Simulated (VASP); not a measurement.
CaO, 2 atoms in the cell. Symmetry: Fm-3m, No. 225, cubic system. The conventional cell has a = 4.807 Å, b = 4.807 Å, c = 4.807 Å, α = 90.00°, β = 90.00°, γ = 90.00°. Within 3.2 Å of Ca (site symmetry m-3m) lie 6 O at 2.40 Å. Within 3.2 Å of O (site symmetry m-3m) lie 6 Ca at 2.40 Å. 

| Property | Result |
| --- | --- |
| Program | VASP 6.6.1 |
| Task | density of states |
| Functional | BLYP |
| Potentials or basis | VASP PAW PBE potentials, release 64 (Ca_sv, O) |
| Cutoff | 520 eV |
| k mesh | 6 × 6 × 6 |
| Occupations | fermi-dirac, width 0.05 eV |
| Spin | no spin polarisation |
| Dipole correction | no |
| k mesh for the DOS | 9 × 9 × 9 |
| Occupations for the DOS | tetrahedron |
| Further INCAR settings | ALGO = Normal; EDIFF = 1e-06 |

Potentials or basis: VASP PAW PBE potentials, release 64 (Ca_sv, O).

Command:

```console
$ cat potpaw_PBE.64/Ca_sv/POTCAR potpaw_PBE.64/O/POTCAR > POTCAR
$ cp INCAR.step1 INCAR
$ cp KPOINTS.step1 KPOINTS
$ mpirun -np 1 vasp_std > vasp.out
$ cp INCAR.step2 INCAR
$ cp KPOINTS.step2 KPOINTS
$ mpirun -np 1 vasp_std > vasp.out
```

Hardware: 1 thread of Intel(R) Xeon(R) Platinum 8375C CPU @ 2.90GHz (Ice Lake) (shared host).

Problem. Estimate the wall time of this run.

Solution. Wall time 21 s on 1 thread of Intel(R) Xeon(R) Platinum 8375C CPU @ 2.90GHz (Ice Lake) (shared host), peak memory 0.15 GiB. Counts: k points 35.
